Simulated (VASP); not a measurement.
Write the native input for VASP 6.6.1 that does the following.

```yaml
Task: relaxation of cell and atoms
Functional: LDA
Potentials_or_basis: VASP PAW LDA potentials, release 64 (Hg, Te)
Cutoff: 600 eV
k_mesh: 7 × 7 × 7
Occupations: fermi-dirac, width 0.05 eV
Spin: no spin polarisation
Dipole_correction: no
Further_INCAR_settings: ALGO = Normal; EDIFF = 1e-06; IBRION = 2; EDIFFG = -0.005; NSW = 80; ISIF = 3
```

The structure of HgTe (Coloradoite) lies in POSCAR:

```
HgTe
1.0
    0.0000000000      3.2145000000      3.2145000000
    3.2145000000      0.0000000000      3.2145000000
    3.2145000000      3.2145000000      0.0000000000
Hg Te
1 1
Direct
    0.0000000000      0.0000000000      0.0000000000
    0.7500000000      0.7500000000      0.7500000000
```

The input as run:

INCAR

```
ALGO = Normal
EDIFF = 1E-6
EDIFFG = -0.005
ENCUT = 600
GGA = CA
IBRION = 2
ISIF = 3
ISMEAR = -1
LASPH = T
LCHARG = F
LREAL = F
LWAVE = F
NELM = 60
NSW = 80
PREC = Accurate
SIGMA = 0.05
```

KPOINTS

```
k-points
0
Gamma
  7 7 7
```

Potentials or basis: VASP PAW LDA potentials, release 64 (Hg, Te).

The run is started by

```console
$ cat potpaw_LDA.64/Hg/POTCAR potpaw_LDA.64/Te/POTCAR > POTCAR
$ mpirun -np 1 vasp_std > vasp.out
```

Results of the run:

The relaxed volume is 33.53 Å³/atom and the relaxed cell is a = 4.560 Å, b = 4.560 Å, c = 4.560 Å, α = 60.00°, β = 60.00°, γ = 60.00°. The space group after relaxing (to 0.05 Å) is F-43m (No. 216) and the energy gained by relaxing is 0.5 meV/atom. The ionic steps are 6 and the pressure after relaxing is 0.0 GPa. The band gap on the k mesh is zero (filled and empty bands touch).

Caveat: spin-orbit coupling is left out, which moves the levels of the heavy elements.

Wall time 85 s on 1 thread of Intel Xeon 8259CL (shared host), peak memory 0.19 GiB.
